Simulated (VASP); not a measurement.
NaF:

```
CELL_PARAMETERS angstrom
3.71939 0.00000 0.00000
-1.85969 3.22108 0.00000
0.00000 0.00000 6.07991
ATOMIC_POSITIONS crystal
Na 0.16208 0.83792 0.66667
Na 0.16208 0.32416 0.33333
Na 0.67584 0.83792 0.00000
F 0.83792 0.16208 0.66667
F 0.83792 0.67584 0.33333
F 0.32416 0.16208 0.00000
```

The cell was built from a structure type or drawn by symmetry, and may not be a known phase.

* Program: VASP 6.6.1
* Task: relaxation of cell and atoms
* Functional: PBE
* Potentials or basis: VASP PAW PBE potentials, release 64 (Na_pv, F)
* Cutoff: 600 eV
* k mesh: 6 × 6 × 4
* Occupations: gaussian, width 0.1 eV
* Spin: no spin polarisation

At the start: pressure 10.6 GPa; volume 12.14 Å³/atom.

Task: How do energy, volume and symmetry change on relaxing?

Result: Over 8 steps the energy falls by 91.8 meV/atom and the volume is 15.13 Å³/atom (+24.6 %); space group P3_212 (No. 153, to 0.1 Å) before and after.

The path:
| step | energy change (eV) | largest force (eV/Å) | pressure (GPa) | volume (Å³) |
| --- | --- | --- | --- | --- |
| 1 | 0.0000 | 0.3268 | 10.58 | 72.84 |
| 2 | -0.3820 | 0.0380 | 3.07 | 81.61 |
| 3 | -0.4390 | 0.1329 | 0.52 | 86.26 |
| 4 | -0.4421 | 0.1551 | -0.13 | 87.68 |
| 5 | -0.4859 | 0.0953 | -0.12 | 88.25 |
| 6 | -0.5430 | 0.1458 | 0.23 | 89.76 |
| 7 | -0.5502 | 0.0471 | -0.03 | 90.48 |
| 8 | -0.5507 | 0.0077 | -0.20 | 90.79 |

Final structure:
```
Na F
1.0
     3.82399    0.00000    0.00000
    -1.91199    3.31167    0.00000
     0.00000    0.00000    7.16917
Na F
3 3
Direct
  0.16315 0.83685 0.66667
  0.16315 0.32630 0.33333
  0.67370 0.83685 0.00000
  0.83549 0.16451 0.66667
  0.83549 0.67097 0.33333
  0.32903 0.16451 0.00000
```

Caveat: the volume moved by over 15 % at a fixed basis, so the end points are rough.
